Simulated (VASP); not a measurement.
Runs of VASP 6.6.1 on MgO. The structure is that of space group P6_3mc (No. 186), or close to it. The cells are those of the table. 

```tsv
cell	gap on the mesh (eV)	pressure (GPa)	largest force (eV/Å)
a = 3.532, b = 3.532, c = 9.435 Å, angles 90.0, 90.0, 120.0°, 8 atoms	2.86	(b)	2.58
a = 3.087, b = 3.087, c = 11.870 Å, angles 90.0, 90.0, 120.0°, 8 atoms	3.01	4.7	0.77
a = 3.003, b = 3.003, c = 11.545 Å, angles 90.0, 90.0, 120.0°, 8 atoms	3.43	17.3	(a)
a = 3.620, b = 3.620, c = 9.671 Å, angles 90.0, 90.0, 120.0°, 8 atoms	2.53	-6.6	1.90
a = 3.348, b = 3.348, c = 10.097 Å, angles 90.0, 90.0, 120.0°, 8 atoms	3.31	0.0	0.65
```

Alike in all rows: task single point; level PBE; potentials or basis VASP PAW PBE potentials, release 64 (Mg, O); no spin polarisation; k mesh 9 × 9 × 4; cutoff (eV) 520; smearing gaussian 0.05 eV.

**Question.** Estimate the missing entries.

**Answer.** (a) 1.37; (b) 0.4.

Caveats: forces of over 1 eV/Å act on the atoms, so gaps and moduli don't describe the material at rest (some runs).

A k mesh can miss the band edges.
